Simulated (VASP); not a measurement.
## MgS: single point with r2SCAN

The system is MgS.

```
CELL_PARAMETERS angstrom
0.00000 2.60165 2.80978
2.60165 0.00000 2.80978
2.60165 2.60165 0.00000
ATOMIC_POSITIONS crystal
Mg 0.00000 0.00000 0.00000
S 0.50000 0.50000 0.50000
```

This cell differs from its parent crystal: strain +0.000 along x and y, +0.080 along z.

* Program: VASP 6.6.1
* Task: single point
* Functional: r2SCAN
* Potentials or basis: VASP PAW PBE potentials, release 64 (Mg, S)
* Cutoff: 520 eV
* k mesh: 8 × 8 × 8
* Occupations: gaussian, width 0.05 eV
* Spin: no spin polarisation
* Dipole correction: no
* Further INCAR settings: ALGO = Normal; EDIFF = 1e-06; NBANDS = 11

```
Pressure               : -4.9 GPa
Band gap on the k mesh : 3.01 eV, indirect (least direct gap 3.83 eV)
```

Stress tensor (GPa, compression positive):
```
-3.45  0.00  0.00
 0.00 -3.45  0.00
 0.00  0.00 -7.83
```

Levels at points of the mesh, in eV from the valence-band top:
```tsv
k point	band 1	band 2	band 3	band 4	band 5	band 6	band 7	band 8
(0.00, 0.00, 0.00)	-12.94	-0.28	-0.28	0.00	3.83	7.91	8.69	8.69
(0.50, 0.00, 0.00)	-11.80	-4.66	-0.82	-0.61	4.84	6.99	7.63	10.21
(0.50, 0.50, 0.00)	-11.66	-4.07	-1.53	-1.53	3.41	5.14	11.61	12.99
(0.50, 0.00, 0.50)	-11.38	-4.04	-2.16	-1.50	3.01	4.91	12.41	12.42
```

Run time: 3.3 min on 1 thread of AMD EPYC 7R13, on a shared host, peak memory 0.15 GiB.

Caveat: the cell differs from its parent crystal (strain +0.000 along x and y, +0.080 along z); the PAW data sets were made with another functional, which shifts forces and pressure a little. A k mesh can miss the band edges.
